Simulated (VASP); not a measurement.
# ZnS (P1) in VASP: notebook

ZnS is run at these levels: PBE; tasks: single point.

Everything below comes from runs of VASP 6.6.1. Logs are shortened: lines on timing, memory, paths and dates and some standing lists are left out, and cuts for length are marked.

### 1 The cell of the first run

The typed cell holds 16 atoms: a = 7.611 Å, b = 7.611 Å, c = 6.244 Å, α = 90.00°, β = 90.00°, γ = 120.00°.

### 2 Single point, PBE

INCAR reads:

```
SYSTEM = ZnS
PREC = Accurate ; ENCUT = 520
EDIFF = 1E-6 ; ISMEAR = -1
SIGMA = 0.039 ; LREAL = Auto
LASPH = .TRUE. ; NELM = 60
ALGO = Normal ; ISIF = 2
LWAVE = .FALSE. ; LCHARG = .FALSE.
GGA = PE ; NBANDS = 86
```

KPOINTS reads:

```
regular mesh
0
G
  3 3 2
  0 0 0
```

POSCAR reads:

```
ZnS
1.0
    7.6108560439      0.0000000000      0.0000000000
   -3.8054280220      6.5911946786      0.0000000000
    0.0000000000      0.0000000000      6.2440175251
Zn S
8 8
Direct
    0.1635363314      0.3242850658     -0.0028300689
    0.3265715008      0.1648129137      0.5110983413
    0.1685313725      0.8377507067      0.0013496118
    0.3360850627      0.6668469396      0.4947654275
    0.6616592787      0.3351054107      0.0063428714
    0.8342486744      0.1708235085      0.5032186389
    0.6748512263      0.8353264117      0.0020582902
    0.8340248715      0.6648976724      0.5093081477
    0.1760848426      0.3424075771      0.3655478209
    0.3297239833      0.1742838827      0.8895871893
    0.1824860975      0.8309276644      0.3738615388
    0.3456938782      0.6633924824      0.8799637378
    0.6678995975      0.3280347654      0.3949815948
    0.8150479695      0.1529454142      0.8673111467
    0.6629183196      0.8297870518      0.3769915748
    0.8469180488      0.6883105751      0.8776559287
```

Potentials or basis: VASP PAW PBE potentials, release 64 (Zn, S).

On the command line:

```
$ cat potpaw_PBE.64/Zn/POTCAR potpaw_PBE.64/S/POTCAR > POTCAR
$ mpirun -np 1 vasp_std > vasp.out
```

OUTCAR:

```text
SYSTEM = ZnS
   PREC = Accurate
   ENCUT = 520
   EDIFF = 1E-6
   ISMEAR = -1
   LREAL = Auto
   LASPH = .TRUE.
   NELM = 60
   ISIF = 2
   GGA = PE

 ion  position               nearest neighbor table
   1  0.164  0.324  0.997-  10 2.19   9 2.30  12 2.35  14 2.44
   2  0.327  0.165  0.511-   9 2.35  10 2.36  13 2.36  11 2.37
   3  0.169  0.838  0.001-  16 2.26  10 2.33  11 2.33  12 2.44
   4  0.336  0.667  0.495-  11 2.23  15 2.28   9 2.29  12 2.41
   5  0.662  0.335  0.006-  10 2.31  14 2.38  13 2.43  16 2.46
   6  0.834  0.171  0.503-  13 2.24  14 2.28  15 2.38   9 2.41
[... 8 lines left out ...]
  15  0.663  0.830  0.377-   4 2.28   7 2.34   8 2.36   6 2.38
  16  0.847  0.688  0.878-   7 2.24   3 2.26   8 2.31   5 2.46

  LATTYP: Found a hexagonal cell.
 ALAT       =     7.6108560439
 C/A-ratio  =     0.8204093586

  Lattice vectors:

 A1 = (   7.6108560439,   0.0000000000,   0.0000000000)
 A2 = (  -3.8054280220,   6.5911946786,   0.0000000000)
 A3 = (   0.0000000000,   0.0000000000,   6.2440175251)

Analysis of symmetry for initial positions (statically):
=====================================================================
 Subroutine PRICEL returns:
 Original cell was already a primitive cell.

 Routine SETGRP: Setting up the symmetry group for a
 hexagonal supercell.

 Subroutine GETGRP returns: Found  1 space group operations
 (whereof  1 operations were pure point group operations)
 out of a pool of 24 trial point group operations.

The static configuration has the point symmetry C_1 .

Analysis of symmetry for dynamics (positions and initial velocities):
=====================================================================
 Subroutine PRICEL returns:
 Original cell was already a primitive cell.

 Routine SETGRP: Setting up the symmetry group for a
 hexagonal supercell.

 Subroutine GETGRP returns: Found  1 space group operations
 (whereof  1 operations were pure point group operations)
 out of a pool of 24 trial point group operations.

The dynamic configuration has the point symmetry C_1 .

 Subroutine INISYM returns: Found  1 space group operations
 (whereof  1 operations are pure point group operations),
 and found     1 'primitive' translations

----------------------------------------------------------------------------------------

                                     Primitive cell

  volume of cell :     313.2289

  direct lattice vectors                    reciprocal lattice vectors
     7.610856044  0.000000000  0.000000000     0.131391265  0.075858782  0.000000000
    -3.805428022  6.591194679  0.000000000     0.000000000  0.151717564  0.000000000
     0.000000000  0.000000000  6.244017525     0.000000000  0.000000000  0.160153298

  length of vectors
     7.610856044  7.610856044  6.244017525     0.151717564  0.151717564  0.160153298

  position of ions in fractional coordinates (direct lattice)
     0.163536331  0.324285066  0.997169931
     0.326571501  0.164812914  0.511098341
     0.168531372  0.837750707  0.001349612
     0.336085063  0.666846940  0.494765427
     0.661659279  0.335105411  0.006342871
     0.834248674  0.170823508  0.503218639
[... 8 lines left out ...]
     0.662918320  0.829787052  0.376991575
     0.846918049  0.688310575  0.877655929

  ion indices of the primitive-cell ions
   primitive index   ion index
                 1           1
                 2           2
                 3           3
                 4           4
                 5           5
                 6           6
[... 8 lines left out ...]
                15          15
                16          16

----------------------------------------------------------------------------------------

 KPOINTS: regular mesh

Automatic generation of k-mesh.
 Grid dimensions read from file:
 generate k-points for:    3    3    2

 Generating k-lattice:

  Cartesian coordinates                     Fractional coordinates (reciprocal lattice)
     0.043797088  0.025286261  0.000000000     0.333333333  0.000000000  0.000000000
     0.000000000  0.050572521  0.000000000     0.000000000  0.333333333  0.000000000
     0.000000000  0.000000000  0.080076649     0.000000000  0.000000000  0.500000000

  Length of vectors
     0.050572521  0.050572521  0.080076649

  Shift w.r.t. Gamma in fractional coordinates (k-lattice)
     0.000000000  0.000000000  0.000000000

 Subroutine IBZKPT returns following result:
 ===========================================

 Found     10 irreducible k-points:

 Following reciprocal coordinates:
            Coordinates               Weight
  0.000000  0.000000  0.000000      1.000000
  0.333333 -0.000000  0.000000      2.000000
  0.000000  0.333333  0.000000      2.000000
 -0.333333  0.333333  0.000000      2.000000
  0.333333  0.333333  0.000000      2.000000
  0.000000  0.000000  0.500000      1.000000
  0.333333 -0.000000  0.500000      2.000000
  0.000000  0.333333  0.500000      2.000000
 -0.333333  0.333333  0.500000      2.000000
  0.333333  0.333333  0.500000      2.000000
   k-points           NKPTS =     10   k-points in BZ     NKDIM =     10   number of bands    NBANDS=     86
   number of dos      NEDOS =    301   number of ions     NIONS =     16
   total plane-waves  NPLWV = 172800
   dimension x,y,z NGX =    60 NGY =   60 NGZ =   48
   dimension x,y,z NGXF=   120 NGYF=  120 NGZF=   96
   ions per type =               8   8
   NGX,Y,Z   is equivalent  to a cutoff of  13.11, 13.11, 12.78 a.u.
   NGXF,Y,Z  is equivalent  to a cutoff of  26.21, 26.21, 25.56 a.u.
 SYSTEM =  ZnS
   PREC   = accura    normal or accurate (medium, high low for compatibility)
   ISTART =      0    job   : 0-new  1-cont  2-samecut
   ICHARG =      2    charge: 1-file 2-atom 10-const
   ISPIN  =      1    spin polarized calculation?
   LNONCOLLINEAR =      F non collinear calculations
   LSORBIT =      F    spin-orbit coupling
   LASPH  =      T    aspherical Exc in radial PAW
   ENCUT  =  520.0 eV  38.22 Ry    6.18 a.u.  14.15 14.15 11.61*2*pi/ulx,y,z
   NELM   =     60;   NELMIN=  2; NELMDL= -5     # of ELM steps
   EDIFF  = 0.1E-05   stopping-criterion for ELM
   LREAL  =      T    real-space projection
   EDIFFG = 0.1E-04   stopping-criterion for IOM
   NSW    =      0    number of steps for IOM
   IBRION =     -1    ionic relax: 0-MD 1-quasi-New 2-CG
   NFREE  =      0    steps in history (QN), initial steepest desc. (CG)
   ISIF   =      2    stress and relaxation
   ISYM   =      2    0-nonsym 1-usesym 2-fastsym
   POTIM  = 0.5000    time-step for ionic-motion
   TEBEG  =    0.0;   TEEND  =   0.0 temperature during run
   PSTRESS=    0.0 pullay stress
   NELECT =     144.0000    total number of electrons
   NUPDOWN=      -1.0000    fix difference up-down
   EMIN   =  10.00;   EMAX   =-10.00  energy-range for DOS
   EFERMI =   0.00;   METHOD = LEGACY
   ISMEAR =    -1;   SIGMA  =   0.04  broadening in eV -4-tet -1-fermi 0-gaus
   EFERMI_NEDOS =   21; number of points for ismear=-14 and -15
   IALGO  =     38    algorithm
   IMIX   =      4    mixing-type and parameters
     AMIX     =   0.40;   BMIX     =  1.00
     AMIX_MAG =   1.60;   BMIX_MAG =  1.00
  volume/ion in A,a.u.               =      19.58       132.11
  Fermi-wavevector in a.u.,A,eV,Ry     =   1.263500  2.387668 21.720762  1.596431
  Thomas-Fermi vector in A             =   2.396853
   LORBIT       =      0    0 simple, 1 ext, 2 COOP (PROOUT), +10 PAW based schemes
   GGA     = PE    functional components
   LHFCALC =     F    Hartree Fock is set to
   AEXX    =    0.0000 exact exchange contribution
   IVDW    =     0    specifies the selected vdW correction
   LEPSILON=     F    determine dielectric tensor
   LRPA    =     F    only Hartree local field effects (RPA)
 non-spin polarized calculation
  energy-cutoff  :      520.00
  volume of cell :      313.23
 maximum number of plane-waves:      8484
 NGX is ok and might be reduce to    60
   NGX = 29   NGY = 29   NGZ = 23

 number of electron     143.9999997 magnetization

 Free energy of the ion-electron system (eV)
  ---------------------------------------------------
  ext. energy  EPLUGINS =         0.00000000
  ---------------------------------------------------
  free energy    TOTEN  =       -54.12236711 eV

  energy without entropy =      -54.12236711  energy(sigma->0) =      -54.12236711

 E-fermi :   3.1105     XC(G=0):  -9.6597

 val. band max:        2.2300706588   @ k =   0.0000   0.0000   0.0000
 cond. band min:       4.3731963213   @ k =   0.0000   0.0000   0.0000
 fundamental gap:      2.1431256626
 Fermi energy:         3.1104684836

 k-point     1 :       0.0000    0.0000    0.0000
  band No.  band energies     occupation
      1     -11.0704      2.00000
      2     -10.2835      2.00000
      3     -10.1930      2.00000
      4     -10.0909      2.00000
      5     -10.0107      2.00000
      6      -9.8064      2.00000
[... 76 lines left out ...]
     83       7.4949      0.00000
     84       8.4398      0.00000

 k-point     2 :       0.3333   -0.0000    0.0000
  band No.  band energies     occupation
      1     -10.8947      2.00000
      2     -10.4871      2.00000
      3     -10.1764      2.00000
      4     -10.1487      2.00000
      5      -9.9770      2.00000
      6      -9.8056      2.00000
[... 76 lines left out ...]
     83       7.6897      0.00000
     84       8.0153      0.00000

 k-point     3 :       0.0000    0.3333    0.0000
  band No.  band energies     occupation
      1     -10.8964      2.00000
      2     -10.4741      2.00000
      3     -10.2079      2.00000
      4     -10.1281      2.00000
      5      -9.9824      2.00000
      6      -9.8385      2.00000
[... 76 lines left out ...]
     83       7.7835      0.00000
     84       8.0030      0.00000

 k-point     4 :      -0.3333    0.3333    0.0000
  band No.  band energies     occupation
      1     -10.8969      2.00000
      2     -10.4385      2.00000
      3     -10.2756      2.00000
      4     -10.0911      2.00000
      5     -10.0016      2.00000
      6      -9.8175      2.00000
[... 76 lines left out ...]
     83       7.8211      0.00000
     84       8.0643      0.00000

 k-point     5 :       0.3333    0.3333    0.0000
  band No.  band energies     occupation
      1     -10.6835      2.00000
      2     -10.5705      2.00000
      3     -10.4712      2.00000
      4     -10.0252      2.00000
      5      -9.9140      2.00000
      6      -9.8508      2.00000
[... 76 lines left out ...]
     83       7.9620      0.00000
     84       8.0308      0.00000

 k-point     6 :       0.0000    0.0000    0.5000
  band No.  band energies     occupation
      1     -10.7278      2.00000
      2     -10.5738      2.00000
      3     -10.1855      2.00000
      4     -10.0008      2.00000
      5      -9.9378      2.00000
      6      -9.8909      2.00000
[... 76 lines left out ...]
     83       7.3920      0.00000
     84       7.4467      0.00000

 k-point     7 :       0.3333   -0.0000    0.5000
  band No.  band energies     occupation
      1     -10.5955      2.00000
      2     -10.4350      2.00000
      3     -10.2984      2.00000
      4     -10.0945      2.00000
      5     -10.0010      2.00000
      6      -9.8943      2.00000
[... 76 lines left out ...]
     83       7.8097      0.00000
     84       7.8668      0.00000

 k-point     8 :       0.0000    0.3333    0.5000
  band No.  band energies     occupation
      1     -10.6026      2.00000
      2     -10.4263      2.00000
      3     -10.2834      2.00000
      4     -10.0983      2.00000
      5     -10.0179      2.00000
      6      -9.9192      2.00000
[... 76 lines left out ...]
     83       7.8588      0.00000
     84       7.9292      0.00000

 k-point     9 :      -0.3333    0.3333    0.5000
  band No.  band energies     occupation
      1     -10.6158      2.00000
      2     -10.4265      2.00000
      3     -10.2030      2.00000
      4     -10.1233      2.00000
      5     -10.0639      2.00000
      6      -9.9222      2.00000
[... 76 lines left out ...]
     83       7.8553      0.00000
     84       8.0089      0.00000

 k-point    10 :       0.3333    0.3333    0.5000
  band No.  band energies     occupation
      1     -10.4988      2.00000
      2     -10.3443      2.00000
      3     -10.2206      2.00000
      4     -10.2124      2.00000
      5     -10.0898      2.00000
      6     -10.0743      2.00000
[... 76 lines left out ...]
     83       7.9297      0.00000
     84       8.0543      0.00000
 [bands above 84 left out]

------------------------ aborting loop because EDIFF is reached ----------------------------------------

  FORCE on cell =-STRESS in cart. coord.  units (eV):
  Direction    XX          YY          ZZ          XY          YZ          ZX
  --------------------------------------------------------------------------------------
  -------------------------------------------------------------------------------------
  Total        7.3868660      5.2805941      4.9825082     -1.8153845      0.1570635      0.4646372
  in kB       37.7840968     27.0104369     25.4857164     -9.2857597      0.8033856      2.3766366
  external PRESSURE =      30.0934167 kB  Pullay stress =       0.0000000 kB

 VOLUME and BASIS-vectors are now :
 -----------------------------------------------------------------------------
  energy-cutoff  :      520.00
  volume of cell :      313.23
      direct lattice vectors                 reciprocal lattice vectors
     7.610856044  0.000000000  0.000000000     0.131391265  0.075858782  0.000000000
    -3.805428022  6.591194679  0.000000000     0.000000000  0.151717564  0.000000000
     0.000000000  0.000000000  6.244017525     0.000000000  0.000000000  0.160153298

 POSITION                                       TOTAL-FORCE (eV/Angst)
 -----------------------------------------------------------------------------------
      0.01061      2.13743      6.22635        -1.117888      0.533449      0.014110
      1.85831      1.08631      3.19131         0.092834     -0.043005     -0.119816
     -1.90533      5.52178      0.00843         0.786883     -0.151766      0.068087
      0.02026      4.39532      3.08932         0.326389     -0.173040      0.726833
      3.76057      2.20874      0.03961         0.355940      0.323531      0.204242
      5.69929      1.12593      3.14211         0.666187     -0.362078     -0.315749
[... 8 lines left out ...]
      1.88768      5.46929      2.35394         0.787067      0.376246     -0.091250
      3.82646      4.53679      5.48010         0.270440     -1.213821      0.039257
 -----------------------------------------------------------------------------------
    total drift:                               -0.002249     -0.000531      0.003839

  FREE ENERGIE OF THE ION-ELECTRON SYSTEM (eV)
  ---------------------------------------------------
  free  energy   TOTEN  =       -54.1223671100 eV

  energy  without entropy=      -54.1223671100  energy(sigma->0) =      -54.12236711
```

Run time: 4 min. Hardware: 1 thread of Intel Xeon 6975P-C (Granite Rapids), shared host; peak memory 0.49 GiB.

What came out:

- Free energy: -54.1224 eV
- Pressure: 3.0 GPa
- Largest force: 1.359 eV/Å
- Band gap on the k mesh: 2.14 eV

Forces on the atoms (eV/Å):
```
Zn  -1.118  0.533  0.014
Zn   0.093 -0.043 -0.120
Zn   0.787 -0.152  0.068
Zn   0.326 -0.173  0.727
Zn   0.356  0.324  0.204
Zn   0.666 -0.362 -0.316
Zn  -0.419 -0.124  0.448
Zn   0.159  0.253 -0.409
S   -0.299 -0.807  0.563
S    0.861 -0.564 -0.740
S   -1.288  0.395  0.175
S   -0.895 -0.021 -0.378
S   -0.593  0.473 -0.820
S    0.305  1.105  0.636
S    0.787  0.376 -0.091
S    0.270 -1.214  0.039
```

Caveat: the k points lie up to 0.50 Å⁻¹ apart; the atoms stand as in a frame of molecular dynamics; forces of over 1 eV/Å act on the atoms, so gaps and moduli don't describe the material at rest.

### 3 Single point, PBE

INCAR reads:

```
SYSTEM = ZnS
PREC = Accurate ; ENCUT = 520
EDIFF = 1E-6 ; ISMEAR = -1
SIGMA = 0.039 ; LREAL = Auto
LASPH = .True. ; NELM = 80
ALGO = Normal ; ISIF = 2
LWAVE = .False. ; LCHARG = .True.
GGA = PE ; LELF = .True.
LVHAR = .True. ; NBANDS = 86
```

KPOINTS reads:

```
Automatic mesh
0
Gamma
  3 3 2
  0 0 0
```

POSCAR reads:

```
ZnS
1.0
    7.6108560439      0.0000000000      0.0000000000
   -3.8054280220      6.5911946786      0.0000000000
    0.0000000000      0.0000000000      6.2440175251
Zn S
8 8
Direct
    0.1611498314      0.3230144312     -0.0041066509
    0.3256353774      0.1626245396      0.5130216222
    0.1711092520      0.8394529778      0.0009026240
    0.3411950807      0.6682387966      0.4924904499
    0.6629107327      0.3374348822      0.0072839322
    0.8367908549      0.1726322853      0.5015155687
    0.6756777264      0.8349260291      0.0026000888
    0.8353389734      0.6659008289      0.5092410435
    0.1735777701      0.3436345170      0.3597137566
    0.3317557225      0.1745727529      0.8903892370
    0.1829373137      0.8288743189      0.3710148139
    0.3484700442      0.6593627122      0.8767943040
    0.6694768113      0.3280297587      0.3982046799
    0.8141194266      0.1536260192      0.8643427054
    0.6667599725      0.8309065757      0.3744944646
    0.8518761385      0.6900313557      0.8786080401
```

Potentials or basis: VASP PAW PBE potentials, release 64 (Zn, S).

On the command line:

```
$ cat potpaw_PBE.64/Zn/POTCAR potpaw_PBE.64/S/POTCAR > POTCAR
$ mpirun -np 1 vasp_std > vasp.out
```

Wall time 4.5 min (1 thread of Intel Xeon 6975P-C (Granite Rapids), shared host); peak memory 0.49 GiB.

Results (log left out):

```
Free energy            : -54.0522 eV
Pressure               : 3.0 GPa
Largest force          : 1.364 eV/Å
Band gap on the k mesh : 2.13 eV
```

Forces on the atoms (eV/Å):
```
Zn  -1.024  0.424 -0.164
Zn   0.031  0.035 -0.269
Zn   0.949 -0.192  0.038
Zn   0.231 -0.224  0.711
Zn   0.416  0.321  0.241
Zn   0.709 -0.413 -0.309
Zn  -0.338 -0.063  0.282
Zn   0.218  0.206 -0.362
S   -0.007 -0.856  0.884
S    0.720 -0.496 -0.744
S   -1.220  0.476  0.331
S   -0.997  0.150 -0.375
S   -0.823  0.507 -0.962
S    0.345  0.961  0.759
S    0.739  0.394  0.000
S    0.050 -1.232 -0.061
```

Stress tensor (GPa, compression positive):
```
 3.68 -0.65  0.31
-0.65  2.55  0.03
 0.31  0.03  2.76
```

Levels at points of the mesh, in eV from the valence-band top:
```csv
k point,band 68,band 69,band 70,band 71,band 72,band 73,band 74,band 75,band 76,band 77
"(0.00, 0.00, 0.00)",-0.88,-0.82,-0.08,-0.03,0.00,2.13,3.03,3.45,3.58,3.67
"(0.00, 0.00, 0.50)",-1.45,-0.54,-0.52,-0.46,-0.42,3.14,3.34,3.44,3.50,3.53
```

Caveat: the k points lie up to 0.50 Å⁻¹ apart; the atoms stand as in a frame of molecular dynamics; forces of over 1 eV/Å act on the atoms, so gaps and moduli don't describe the material at rest. PBE gaps usually lie below the measured ones, often by a third to a half.
